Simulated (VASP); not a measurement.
A run of VASP 6.6.1 is set up as follows.

File INCAR:

```
SYSTEM = BN
ALGO = Normal ; EDIFF = 1E-8
ENCUT = 600 ; GGA_COMPAT = .False.
IBRION = 8 ; ISIF = 2
ISMEAR = 0 ; LASPH = .True.
LCHARG = .False. ; LEPSILON = .True.
LREAL = .False. ; LWAVE = .False.
NBANDS = 11 ; NELM = 120
NSW = 1 ; PREC = Accurate
SIGMA = 0.01
```

KPOINTS

```
k-points
0
Gamma
  12 12 12
  0 0 0
```

Contents of POSCAR:

```
BN
1.0
    0.0000000000      3.2788514030      2.1527936082
    1.2448188583      0.0000000000      2.1527936082
    1.2448188583      3.2788514030      0.0000000000
B N
1 1
Direct
    0.0001258530      0.0001258530      0.9998741470
    0.6665741370      0.6665741370      0.3334258630
```

Potentials or basis: VASP PAW LDA potentials, release 64 (B, N).

Run with:

```sh
$ cat potpaw_LDA.64/B/POTCAR potpaw_LDA.64/N/POTCAR > POTCAR
$ mpirun -np 1 vasp_std > vasp.out
```

(1) What does it give for the electronic dielectric tensor (diagonal)?

(2) Predict the Born charges (mean of the diagonal).

(3) What does it give for the highest phonon frequency at Γ, LO-TO splitting left out?

## Answers

(1) 4.89, 2.74, 4.92.

(2) B +2.03; N -2.03 e.

(3) 1387 cm⁻¹.
